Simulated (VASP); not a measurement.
# Ga (P4_132) in VASP: settings compared

Ga is run at these levels: r2SCAN, PBE; tasks: single point, relaxation of cell and atoms.

Program: VASP 6.6.1. These are calculated values, not measurements. Logs are shortened: lines on timing, memory, paths and dates and some standing lists are left out, and cuts for length are marked.

### 1 The cell of the first run

The structure is cubic, space group P4_132 (No. 213). The conventional cell has a = 4.365 Å, b = 4.365 Å, c = 4.365 Å, α = 90.00°, β = 90.00°, γ = 90.00°. Within 3.5 Å of Ga (site symmetry 32) lie 6 Ga at 2.67 Å.

### 2 Single point, r2SCAN

The input, POSCAR:

```
Ga
1.0
    4.3653200328      0.0000000000      0.0000000000
    0.0000000000      4.3653200328      0.0000000000
    0.0000000000      0.0000000000      4.3653200328
Ga
4
Direct
    0.8750000000      0.1250000000      0.6250000000
    0.3750000000      0.3750000000      0.3750000000
    0.1250000000      0.6250000000      0.8750000000
    0.6250000000      0.8750000000      0.1250000000
```

The input, INCAR.step1:

```
SYSTEM = Ga
PREC = Accurate ; ENCUT = 520
ISMEAR = 0 ; SIGMA = 0.1
LREAL = .False. ; LASPH = .True.
NELM = 80 ; NBANDS = 34
GGA = PE ; ALGO = Normal
EDIFF = 1E-4 ; LWAVE = .True.
LCHARG = .False.
```

The input, INCAR.step2:

```
SYSTEM = Ga
PREC = Accurate ; ENCUT = 520
EDIFF = 1E-6 ; ISMEAR = 0
SIGMA = 0.1 ; LREAL = .False.
LASPH = .True. ; NELM = 80
ALGO = Normal ; ISIF = 2
LWAVE = .False. ; LCHARG = .False.
METAGGA = R2SCAN ; LMIXTAU = .True.
NBANDS = 34 ; ISTART = 1
```

The input, KPOINTS:

```
regular mesh
0
Gamma
  10 10 10
  0 0 0
```

Potentials or basis: VASP PAW PBE potentials, release 64 (Ga_d).

The run is started by

```sh
cat potpaw_PBE.64/Ga_d/POTCAR > POTCAR
cp INCAR.step1 INCAR
mpirun -np 1 vasp_std > vasp.out
cp INCAR.step2 INCAR
mpirun -np 1 vasp_std > vasp.out
```

OUTCAR:

```text
SYSTEM = Ga
   PREC = Accurate
   ENCUT = 520
   EDIFF = 1E-6
   ISMEAR = 0
   LREAL = .False.
   LASPH = .True.
   NELM = 80
   ISIF = 2
   METAGGA = R2SCAN
   ISTART = 1

 ion  position               nearest neighbor table
   1  0.875  0.125  0.625-   2 2.67   3 2.67   4 2.67   4 2.67   3 2.67   2 2.67
   2  0.375  0.375  0.375-   1 2.67   3 2.67   4 2.67   3 2.67   4 2.67   1 2.67
   3  0.125  0.625  0.875-   1 2.67   2 2.67   4 2.67   2 2.67   1 2.67   4 2.67
   4  0.625  0.875  0.125-   1 2.67   2 2.67   3 2.67   1 2.67   2 2.67   3 2.67

  LATTYP: Found a simple cubic cell.
 ALAT       =     4.3653200328

  Lattice vectors:

 A1 = (   4.3653200328,   0.0000000000,   0.0000000000)
 A2 = (   0.0000000000,   4.3653200328,   0.0000000000)
 A3 = (   0.0000000000,   0.0000000000,   4.3653200328)

Analysis of symmetry for initial positions (statically):
=====================================================================
 Subroutine PRICEL returns:
 Original cell was already a primitive cell.

 Routine SETGRP: Setting up the symmetry group for a
 simple cubic supercell.

 Subroutine GETGRP returns: Found 24 space group operations
 (whereof  3 operations were pure point group operations)
 out of a pool of 48 trial point group operations.

The static configuration has the point symmetry C_3 .
 The point group associated with its full space group is O   .

Analysis of symmetry for dynamics (positions and initial velocities):
=====================================================================
 Subroutine PRICEL returns:
 Original cell was already a primitive cell.

 Routine SETGRP: Setting up the symmetry group for a
 simple cubic supercell.

 Subroutine GETGRP returns: Found 24 space group operations
 (whereof  3 operations were pure point group operations)
 out of a pool of 48 trial point group operations.

The dynamic configuration has the point symmetry C_3 .
 The point group associated with its full space group is O   .

 Subroutine INISYM returns: Found 24 space group operations
 (whereof  3 operations are pure point group operations),
 and found     1 'primitive' translations

----------------------------------------------------------------------------------------

                                     Primitive cell

  volume of cell :      83.1856

  direct lattice vectors                    reciprocal lattice vectors
     4.365320033  0.000000000  0.000000000     0.229078279  0.000000000  0.000000000
     0.000000000  4.365320033  0.000000000     0.000000000  0.229078279  0.000000000
     0.000000000  0.000000000  4.365320033     0.000000000  0.000000000  0.229078279

  length of vectors
     4.365320033  4.365320033  4.365320033     0.229078279  0.229078279  0.229078279

  position of ions in fractional coordinates (direct lattice)
     0.875000000  0.125000000  0.625000000
     0.375000000  0.375000000  0.375000000
     0.125000000  0.625000000  0.875000000
     0.625000000  0.875000000  0.125000000

  ion indices of the primitive-cell ions
   primitive index   ion index
                 1           1
                 2           2
                 3           3
                 4           4

----------------------------------------------------------------------------------------

 KPOINTS: regular mesh

Automatic generation of k-mesh.
 Grid dimensions read from file:
 generate k-points for:   10   10   10

 Generating k-lattice:

  Cartesian coordinates                     Fractional coordinates (reciprocal lattice)
     0.022907828  0.000000000  0.000000000     0.100000000  0.000000000  0.000000000
     0.000000000  0.022907828  0.000000000     0.000000000  0.100000000  0.000000000
     0.000000000  0.000000000  0.022907828     0.000000000  0.000000000  0.100000000

  Length of vectors
     0.022907828  0.022907828  0.022907828

  Shift w.r.t. Gamma in fractional coordinates (k-lattice)
     0.000000000  0.000000000  0.000000000

 Subroutine IBZKPT returns following result:
 ===========================================

 Found     56 irreducible k-points:

 Following reciprocal coordinates:
            Coordinates               Weight
  0.000000  0.000000  0.000000      1.000000
  0.100000  0.000000  0.000000      6.000000
  0.200000  0.000000  0.000000      6.000000
  0.300000  0.000000  0.000000      6.000000
  0.400000  0.000000  0.000000      6.000000
  0.500000  0.000000  0.000000      3.000000
[... 16 lines left out ...]
  0.200000  0.100000  0.100000     24.000000
  0.300000  0.100000  0.100000     24.000000
 [... further k-points ...]
   k-points           NKPTS =     56   k-points in BZ     NKDIM =     56   number of bands    NBANDS=     34
   number of dos      NEDOS =    301   number of ions     NIONS =      4
   total plane-waves  NPLWV =  32768
   dimension x,y,z NGX =    32 NGY =   32 NGZ =   32
   dimension x,y,z NGXF=    64 NGYF=   64 NGZF=   64
   ions per type =               4
   NGX,Y,Z   is equivalent  to a cutoff of  12.19, 12.19, 12.19 a.u.
   NGXF,Y,Z  is equivalent  to a cutoff of  24.37, 24.37, 24.37 a.u.
 SYSTEM =  Ga
   PREC   = accura    normal or accurate (medium, high low for compatibility)
   ISTART =      1    job   : 0-new  1-cont  2-samecut
   ICHARG =      0    charge: 1-file 2-atom 10-const
   ISPIN  =      1    spin polarized calculation?
   LNONCOLLINEAR =      F non collinear calculations
   LSORBIT =      F    spin-orbit coupling
   LASPH  =      T    aspherical Exc in radial PAW
   ENCUT  =  520.0 eV  38.22 Ry    6.18 a.u.   8.12  8.12  8.12*2*pi/ulx,y,z
   NELM   =     80;   NELMIN=  2; NELMDL=  0     # of ELM steps
   EDIFF  = 0.1E-05   stopping-criterion for ELM
   LREAL  =      F    real-space projection
   EDIFFG = 0.1E-04   stopping-criterion for IOM
   NSW    =      0    number of steps for IOM
   IBRION =     -1    ionic relax: 0-MD 1-quasi-New 2-CG
   NFREE  =      0    steps in history (QN), initial steepest desc. (CG)
   ISIF   =      2    stress and relaxation
   ISYM   =      2    0-nonsym 1-usesym 2-fastsym
   POTIM  = 0.5000    time-step for ionic-motion
   TEBEG  =    0.0;   TEEND  =   0.0 temperature during run
   PSTRESS=    0.0 pullay stress
   NELECT =      52.0000    total number of electrons
   NUPDOWN=      -1.0000    fix difference up-down
   EMIN   =  10.00;   EMAX   =-10.00  energy-range for DOS
   EFERMI =   0.00;   METHOD = LEGACY
   ISMEAR =     0;   SIGMA  =   0.10  broadening in eV -4-tet -1-fermi 0-gaus
   EFERMI_NEDOS =   21; number of points for ismear=-14 and -15
   IALGO  =     38    algorithm
   IMIX   =      4    mixing-type and parameters
     AMIX     =   0.40;   BMIX     =  1.00
     AMIX_MAG =   1.60;   BMIX_MAG =  1.00
  volume/ion in A,a.u.               =      20.80       140.34
  Fermi-wavevector in a.u.,A,eV,Ry     =   1.399780  2.645201 26.659047  1.959385
  Thomas-Fermi vector in A             =   2.522806
   LORBIT       =      0    0 simple, 1 ext, 2 COOP (PROOUT), +10 PAW based schemes
   METAGGA = R2SCAN    functional components
   LHFCALC =     F    Hartree Fock is set to
   AEXX    =    0.0000 exact exchange contribution
   IVDW    =     0    specifies the selected vdW correction
   LEPSILON=     F    determine dielectric tensor
   LRPA    =     F    only Hartree local field effects (RPA)
 non-spin polarized calculation
 Gauss-broadening in eV      SIGMA  =   0.10
  energy-cutoff  :      520.00
  volume of cell :       83.19
 maximum number of plane-waves:      2284
   NGX = 17   NGY = 17   NGZ = 17

 number of electron      52.0000103 magnetization

 Free energy of the ion-electron system (eV)
  ---------------------------------------------------
  ext. energy  EPLUGINS =         0.00000000
  ---------------------------------------------------
  free energy    TOTEN  =       -45.26766814 eV

  energy without entropy =      -45.25994265  energy(sigma->0) =      -45.26380539

 E-fermi :   4.1814     XC(G=0): -11.3397

 val. band max:        4.1662364968   @ k =   0.2000   0.0000   0.0000
 cond. band min:       4.2153250422   @ k =   0.3000   0.3000   0.1000
 fundamental gap:      0.0490885453
 Fermi energy:         4.1813708893

 k-point     1 :       0.0000    0.0000    0.0000
  band No.  band energies     occupation
      1     -11.2889      2.00000
      2     -11.2889      2.00000
      3     -11.2889      2.00000
      4     -11.1321      2.00000
      5     -11.1134      2.00000
      6     -11.1134      2.00000
[... 26 lines left out ...]
     33      10.6325      0.00000
     34      10.6325      0.00000

 k-point     2 :       0.1000    0.0000    0.0000
  band No.  band energies     occupation
      1     -11.2913      2.00000
      2     -11.2856      2.00000
      3     -11.2849      2.00000
      4     -11.1488      2.00000
      5     -11.1364      2.00000
      6     -11.1133      2.00000
[... 26 lines left out ...]
     33      10.8595      0.00000
     34      11.0441      0.00000

 k-point     3 :       0.2000    0.0000    0.0000
  band No.  band energies     occupation
      1     -11.2910      2.00000
      2     -11.2802      2.00000
      3     -11.2738      2.00000
      4     -11.1776      2.00000
      5     -11.1575      2.00000
      6     -11.1144      2.00000
[... 26 lines left out ...]
     33      11.2879      0.00000
     34      11.4922      0.00000
[... 704 lines left out ...]
 k-point    23 :       0.2000    0.1000    0.1000
  band No.  band energies     occupation
      1     -11.2889      2.00000
      2     -11.2811      2.00000
      3     -11.2752      2.00000
      4     -11.1681      2.00000
      5     -11.1569      2.00000
      6     -11.1080      2.00000
[... 26 lines left out ...]
     33      11.2957      0.00000
     34      11.8934      0.00000

 k-point    24 :       0.3000    0.1000    0.1000
  band No.  band energies     occupation
      1     -11.2854      2.00000
      2     -11.2738      2.00000
      3     -11.2635      2.00000
      4     -11.1887      2.00000
      5     -11.1657      2.00000
      6     -11.1381      2.00000
[... 26 lines left out ...]
     33      11.8301      0.00000
     34      12.3026      0.00000

 [... further k-points ...]

------------------------ aborting loop because EDIFF is reached ----------------------------------------

  FORCE on cell =-STRESS in cart. coord.  units (eV):
  Direction    XX          YY          ZZ          XY          YZ          ZX
  --------------------------------------------------------------------------------------
  -------------------------------------------------------------------------------------
  Total       -1.3911261     -1.3911261     -1.3911261      0.0000000     -0.0000000     -0.0000000
  in kB      -26.7934604    -26.7934604    -26.7934604      0.0000000     -0.0000000     -0.0000000
  external PRESSURE =     -26.7934604 kB  Pullay stress =       0.0000000 kB

 VOLUME and BASIS-vectors are now :
 -----------------------------------------------------------------------------
  energy-cutoff  :      520.00
  volume of cell :       83.19
      direct lattice vectors                 reciprocal lattice vectors
     4.365320033  0.000000000  0.000000000     0.229078279  0.000000000  0.000000000
     0.000000000  4.365320033  0.000000000     0.000000000  0.229078279  0.000000000
     0.000000000  0.000000000  4.365320033     0.000000000  0.000000000  0.229078279

 POSITION                                       TOTAL-FORCE (eV/Angst)
 -----------------------------------------------------------------------------------
      3.81966      0.54567      2.72833         0.000000      0.000000      0.000000
      1.63700      1.63700      1.63700         0.000000      0.000000      0.000000
      0.54567      2.72833      3.81966        -0.000000      0.000000      0.000000
      2.72833      3.81966      0.54567        -0.000000      0.000000      0.000000
 -----------------------------------------------------------------------------------
    total drift:                                0.000000      0.000000      0.000000

  FREE ENERGIE OF THE ION-ELECTRON SYSTEM (eV)
  ---------------------------------------------------
  free  energy   TOTEN  =       -45.2676681353 eV

  energy  without entropy=      -45.2599426542  energy(sigma->0) =      -45.26380539
```

Run time: 7 min. Hardware: 1 thread of AMD EPYC 7R13, shared host; peak memory 0.26 GiB.

What came out:

```
Free energy            : -45.2677 eV
Pressure               : -2.7 GPa
Band gap on the k mesh : zero (bands 26 and 27 overlap by 2.92 eV)
```

Caveat: the PAW data sets were made with another functional, which shifts forces and pressure a little.

### 3 Relaxation of cell and atoms, PBE

This run uses another cell than the first one, of 20.75 Å³/atom.

The input, INCAR:

```
SYSTEM = Ga
ALGO = Fast ; EDIFF = 1E-7
EDIFFG = -0.01 ; ENCUT = 600
GGA = PE ; IBRION = 2
ISIF = 3 ; ISMEAR = 0
LASPH = .True. ; LCHARG = .False.
LREAL = .False. ; LWAVE = .False.
NELM = 60 ; NSW = 100
PREC = Accurate ; SIGMA = 0.1
```

The input, KPOINTS:

```
k-points
0
Gamma
  10 10 10
  0 0 0
```

The input, POSCAR:

```
Ga
1.0
    4.3617210936      0.0000000000      0.0000000000
    0.0000000000      4.3617210936      0.0000000000
    0.0000000000      0.0000000000      4.3617210936
Ga
4
Direct
    0.8750000000      0.1250000000      0.6250000000
    0.3750000000      0.3750000000      0.3750000000
    0.1250000000      0.6250000000      0.8750000000
    0.6250000000      0.8750000000      0.1250000000
```

Potentials or basis: VASP PAW PBE potentials, release 64 (Ga_d).

The run is started by

```sh
cat potpaw_PBE.64/Ga_d/POTCAR > POTCAR
mpirun -np 1 vasp_std > vasp.out
```

It took 6.3 min on 1 thread of AMD EPYC 7R13, shared host; peak memory 0.29 GiB.

Results (log left out):

```
Free energy                           : -11.2434 eV
Relaxed volume                        : 20.84 Å³/atom
Relaxed cell                          : a = 4.369 Å, b = 4.369 Å, c = 4.369 Å, α = 90.00°, β = 90.00°, γ = 90.00°
Space group after relaxing (to 0.1 Å) : P4_132 (No. 213)
Energy gained by relaxing             : 0.1 meV/atom
Ionic steps                           : 2
Pressure after relaxing               : 0.0 GPa
Band gap on the k mesh                : zero (bands 26 and 27 overlap by 2.83 eV)
```

Step by step:
```tsv
step	energy change (eV)	largest force (eV/Å)	pressure (GPa)	volume (Å³)
1	0.0000	0.0000	0.25	82.98
2	-0.0003	0.0000	0.01	83.37
```

Final structure:
```
CELL_PARAMETERS angstrom
4.36863 0.00000 0.00000
0.00000 4.36863 0.00000
0.00000 0.00000 4.36863
ATOMIC_POSITIONS crystal
Ga 0.87500 0.12500 0.62500
Ga 0.37500 0.37500 0.37500
Ga 0.12500 0.62500 0.87500
Ga 0.62500 0.87500 0.12500
```

Levels at points of the mesh, in eV from the Fermi level:
| k point | band 23 | band 24 | band 25 | band 26 | band 27 | band 28 | band 29 | band 30 |
| --- | --- | --- | --- | --- | --- | --- | --- | --- |
| (0.00, 0.00, 0.00) | -3.89 | -3.89 | -0.21 | -0.21 | -0.21 | 3.89 | 3.89 | 3.89 |
| (0.50, 0.00, 0.00) | -1.83 | -1.83 | -0.48 | -0.48 | -0.20 | -0.20 | 2.62 | 2.62 |
| (0.50, 0.50, 0.00) | -5.61 | -5.61 | 0.38 | 0.38 | 2.21 | 2.21 | 2.51 | 2.51 |
| (0.50, 0.50, 0.50) | -5.67 | -5.67 | -2.44 | -2.44 | -2.44 | -2.44 | 9.65 | 9.66 |

The gap in the log of VASP goes by the Fermi energy; the results here count the filled bands.